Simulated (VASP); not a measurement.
# Eu (Im-3m) in VASP: further runs, part 2 of 2

VASP 6.6.1.

### Step 6. Single point, PBE, collinear spin, ferromagnetic start (37.02 Å³/atom)

This run uses another cell than the first one, of 37.02 Å³/atom.

INCAR reads:

```
SYSTEM = Eu
ALGO     = Normal         ! electronic algorithm
EDIFF    = 1E-7           ! SCF threshold, eV
ENCUT    = 520            ! plane-wave cutoff, eV
GGA      = PE             ! functional
ISIF     = 2              ! what is computed and relaxed
ISMEAR   = 0              ! smearing method
ISPIN    = 2              ! spin polarisation
LASPH    = .TRUE.         ! aspherical terms in the spheres
LCHARG   = .TRUE.         ! write CHGCAR
LELF     = .TRUE.         ! ELF
LMAXMIX  = 6              ! l up to which the mixer works
LORBIT   = 11             ! projections on sites
LREAL    = .FALSE.        ! projectors in reciprocal space
LVHAR    = .TRUE.       
LWAVE    = .FALSE.        ! write WAVECAR
MAGMOM   = 7.67           ! initial moments
NBANDS   = 18             ! bands
NELM     = 150            ! most SCF steps
PREC     = Accurate       ! precision mode
SIGMA    = 0.05           ! smearing width, eV
```

KPOINTS reads:

```
k-points
0
G
  16 16 16
  0 0 0
```

POSCAR reads:

```
Eu
1.0
   -2.0996407207      2.0996407207      2.0996407207
    2.0996407207     -2.0996407207      2.0996407207
    2.0996407207      2.0996407207     -2.0996407207
Eu
1
Direct
    0.0000000000      0.0000000000      0.0000000000
```

Potentials or basis: VASP PAW PBE potentials, release 64 (Eu).

On the command line:

```bash
> cat potpaw_PBE.64/Eu/POTCAR > POTCAR
> mpirun -np 1 vasp_std > vasp.out
```

OUTCAR:

```text
SYSTEM = Eu
   EDIFF = 1E-7
   ENCUT = 520
   GGA = PE
   ISIF = 2
   ISMEAR = 0
   ISPIN = 2
   LASPH = .TRUE.
   LORBIT = 11
   LREAL = .FALSE.
   NELM = 150
   PREC = Accurate

 ion  position               nearest neighbor table
   1  0.000  0.000  0.000-

  LATTYP: Found a body centered cubic cell.
 ALAT       =     4.1992814414

  Lattice vectors:

 A1 = (  -2.0996407207,   2.0996407207,   2.0996407207)
 A2 = (   2.0996407207,  -2.0996407207,   2.0996407207)
 A3 = (   2.0996407207,   2.0996407207,  -2.0996407207)

Analysis of symmetry for initial positions (statically):
=====================================================================
 Subroutine PRICEL returns:
 Original cell was already a primitive cell.

 Routine SETGRP: Setting up the symmetry group for a
 body centered cubic supercell.

 Subroutine GETGRP returns: Found 48 space group operations
 (whereof 48 operations were pure point group operations)
 out of a pool of 48 trial point group operations.

The static configuration has the point symmetry O_h .

Analysis of symmetry for dynamics (positions and initial velocities):
=====================================================================
 Subroutine PRICEL returns:
 Original cell was already a primitive cell.

 Routine SETGRP: Setting up the symmetry group for a
 body centered cubic supercell.

 Subroutine GETGRP returns: Found 48 space group operations
 (whereof 48 operations were pure point group operations)
 out of a pool of 48 trial point group operations.

The dynamic configuration has the point symmetry O_h .

Analysis of structural, dynamic, and magnetic symmetry:
=====================================================================
 Subroutine PRICEL returns:
 Original cell was already a primitive cell.

 Routine SETGRP: Setting up the symmetry group for a
 body centered cubic supercell.

 Subroutine GETGRP returns: Found 48 space group operations
 (whereof 48 operations were pure point group operations)
 out of a pool of 48 trial point group operations.

[... 126 lines left out ...]
   IVDW    =     0    specifies the selected vdW correction
   LEPSILON=     F    determine dielectric tensor
   LRPA    =     F    only Hartree local field effects (RPA)
 spin polarized calculation
 Gauss-broadening in eV      SIGMA  =   0.05
  energy-cutoff  :      520.00
  volume of cell :       37.02
 maximum number of plane-waves:      1012
   NGX = 13   NGY = 13   NGZ = 13

 number of electron      16.9999995 magnetization       7.1959766

 Free energy of the ion-electron system (eV)
  ---------------------------------------------------
  ext. energy  EPLUGINS =         0.00000000
  ---------------------------------------------------
  free energy    TOTEN  =       -11.41306797 eV

  energy without entropy =      -11.41173829  energy(sigma->0) =      -11.41240313

 E-fermi :   2.5934     XC(G=0):  -9.3606

 val. band max:        2.5932017094   @ k =   0.2500   0.2500   0.0625
 cond. band min:       2.5983581709   @ k =  -0.3750   0.3750   0.3125
 fundamental gap:      0.0051564616
 Fermi energy:         2.5933750238

 spin component 1

 k-point     1 :       0.0000    0.0000    0.0000
  band No.  band energies     occupation
      1     -38.9495      1.00000
      2     -17.3865      1.00000
      3     -17.3865      1.00000
      4     -17.3865      1.00000
      5      -1.9215      1.00000
      6       2.0441      1.00000
[... 493 lines left out ...]
     17       8.2271      0.00000
     18      11.3558      0.00000

 [... further k-points ...]

 spin component 2

 k-point     1 :       0.0000    0.0000    0.0000
  band No.  band energies     occupation
      1     -35.8534      1.00000
      2     -15.0667      1.00000
      3     -15.0667      1.00000
      4     -15.0667      1.00000
      5      -1.1337      1.00000
      6       5.5560      0.00000
[... 493 lines left out ...]
     17       9.6151      0.00000
     18      12.6178      0.00000

 [... further k-points ...]
[... 5 lines left out ...]
  --------------------------------------------------------------------------------------
  -------------------------------------------------------------------------------------
  Total        0.4521851      0.4521851      0.4521851      0.0000000      0.0000000      0.0000000
  in kB       19.5673452     19.5673452     19.5673452      0.0000000      0.0000000      0.0000000
  external PRESSURE =      19.5673452 kB  Pullay stress =       0.0000000 kB

 VOLUME and BASIS-vectors are now :
 -----------------------------------------------------------------------------
  energy-cutoff  :      520.00
  volume of cell :       37.02
      direct lattice vectors                 reciprocal lattice vectors
    -2.099640721  2.099640721  2.099640721     0.000000000  0.238135980  0.238135980
     2.099640721 -2.099640721  2.099640721     0.238135980  0.000000000  0.238135980
     2.099640721  2.099640721 -2.099640721     0.238135980  0.238135980  0.000000000

 POSITION                                       TOTAL-FORCE (eV/Angst)
 -----------------------------------------------------------------------------------
      0.00000      0.00000      0.00000        -0.000000      0.000000      0.000000
 -----------------------------------------------------------------------------------
    total drift:                               -0.000000     -0.000000     -0.000000

  FREE ENERGIE OF THE ION-ELECTRON SYSTEM (eV)
  ---------------------------------------------------
  free  energy   TOTEN  =       -11.4130679744 eV

  energy  without entropy=      -11.4117382884  energy(sigma->0) =      -11.41240313

 total charge

# of ion       s       p       d       f       tot
--------------------------------------------------
    1        2.093   5.701   0.356   6.609  14.758

 magnetization (x)

# of ion       s       p       d       f       tot
--------------------------------------------------
    1       -0.002  -0.092   0.131   6.604   6.641
```

Run time: 4.7 min. Hardware: 1 thread of Intel Xeon Platinum 8488C (Sapphire Rapids), shared host; peak memory 0.3 GiB.

Results:

```
Free energy                                           : -11.4131 eV
Pressure                                              : 2.0 GPa
Net moment                                            : 7.20 μB per cell
Site moments                                          : Eu +6.64 μB
Valence electrons inside the program's atomic spheres : Eu 14.76
```

Levels at points of the mesh, in eV from the Fermi level:
Spin up:
```csv
k point,band 9,band 10,band 11,band 12,band 13,band 14,band 15,band 16
"(0.00, 0.00, 0.00)",-0.34,-0.34,-0.34,-0.30,1.93,1.93,1.93,3.90
"(0.50, 0.00, 0.00)",-0.36,-0.36,-0.34,-0.32,0.34,1.30,3.85,4.64
"(0.50, 0.50, 0.50)",-0.49,-0.49,-0.29,-0.29,-0.29,5.87,5.87,5.88
```
Spin down:
| k point | band 2 | band 3 | band 4 | band 5 | band 6 | band 7 | band 8 | band 9 |
| --- | --- | --- | --- | --- | --- | --- | --- | --- |
| (0.00, 0.00, 0.00) | -17.66 | -17.66 | -17.66 | -3.73 | 2.96 | 2.96 | 2.96 | 3.90 |
| (0.50, 0.00, 0.00) | -18.48 | -17.92 | -17.67 | -1.07 | 1.26 | 2.04 | 3.85 | 4.22 |
| (0.50, 0.50, 0.50) | -18.22 | -18.22 | -18.22 | -0.61 | -0.61 | 4.02 | 4.02 | 4.02 |

Caveat: spin-orbit coupling is left out, which moves the levels of the heavy elements; semilocal functionals describe open f shells poorly, which spoils levels, moments and volumes. The state reached can hang on the start; a lower one may exist.

### Step 7. The runs side by side

| spin | cell | k mesh | gap on the mesh (eV) | pressure (GPa) | moment (μB) |
| --- | --- | --- | --- | --- | --- |
| collinear, ferromagnetic start | a = 3.523 Å, angles 109.5°, 1 atom, atomic positions A | 16 × 16 × 16 | none | 4.4 | 7.16 |
| collinear, ferromagnetic start | a = 3.581 Å, angles 109.5°, 1 atom, atomic positions A | 16 × 16 × 16 | none | 3.0 | 7.18 |
| collinear, ferromagnetic start | a = 4.382 Å, 2 atoms, atomic positions B | 8 × 8 × 8 | none | -0.3 | 14.48 |
| collinear, antiferromagnetic start | a = 4.382 Å, 2 atoms, atomic positions B | 8 × 8 × 8 | none | -0.2 | 0.00 |
| collinear, ferromagnetic start | a = 3.637 Å, angles 109.5°, 1 atom, atomic positions A | 16 × 16 × 16 | none | 2.0 | 7.20 |

Alike in all rows: task single point; level PBE; potentials or basis VASP PAW PBE potentials, release 64 (Eu); cutoff (eV) 520; smearing gaussian 0.05 eV.

Caveats: spin-orbit coupling is left out, which moves the levels of the heavy elements; semilocal functionals describe open f shells poorly, which spoils levels, moments and volumes; the cell stands under pressure (at least some runs).

Absolute energies hang on the potentials; compare differences alone.
